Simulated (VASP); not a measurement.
Wanted: the native input for a VASP 6.6.1 run.

```yaml
Task: single point
Functional: PBE
Potentials_or_basis: VASP PAW PBE potentials, release 64 (Ta_pv, N)
Cutoff: 520 eV
k_mesh: 6 × 6 × 13
Occupations: gaussian, width 0.1 eV
Spin: no spin polarisation
Dipole_correction: no
Further_INCAR_settings: ALGO = Fast; EDIFF = 1e-06; NBANDS = 42
```

The structure of TaN lies in POSCAR:

```
TaN
1.0
    6.2432735681      0.0000000000      0.0000000000
   -3.1216367840      5.4068335127      0.0000000000
   -1.5608183920      0.9011389188      2.5521201403
Ta N
4 4
Direct
    0.2500000000      0.2500000000      0.5000000000
    0.7500000000      0.2500000000      0.5000000000
    0.2500000000      0.7500000000      0.5000000000
    0.7500000000      0.7500000000      0.5000000000
    0.0000000000      0.5000000000      0.0000000000
    0.5000000000      0.5000000000      0.0000000000
    0.0000000000      0.0000000000      0.0000000000
    0.5000000000      0.0000000000      0.0000000000
```

The input as run:

INCAR

```
SYSTEM = TaN
ALGO = Fast
EDIFF = 1E-6
ENCUT = 520
GGA = PE
ISIF = 2
ISMEAR = 0
LASPH = .TRUE.
LCHARG = .FALSE.
LREAL = .FALSE.
LWAVE = .FALSE.
NBANDS = 42
NELM = 100
PREC = Accurate
SIGMA = 0.1
```

KPOINTS

```
k-points
0
G
  6 6 13
  0 0 0
```

Potentials or basis: VASP PAW PBE potentials, release 64 (Ta_pv, N).

The run is started by

```bash
$ cat potpaw_PBE.64/Ta_pv/POTCAR potpaw_PBE.64/N/POTCAR > POTCAR
$ mpirun -np 1 vasp_std > vasp.out
```

It gave:

```yaml
Pressure: 0.9 GPa
Band_gap_on_the_k_mesh: zero (bands 32 and 33 overlap by 2.82 eV)
```

Caveat: spin-orbit coupling is left out, which moves the levels of the heavy elements.

Run time: 9.1 min on 1 thread of Oxide Virtual Turin-like Processor, on a shared host, peak memory 0.46 GiB.
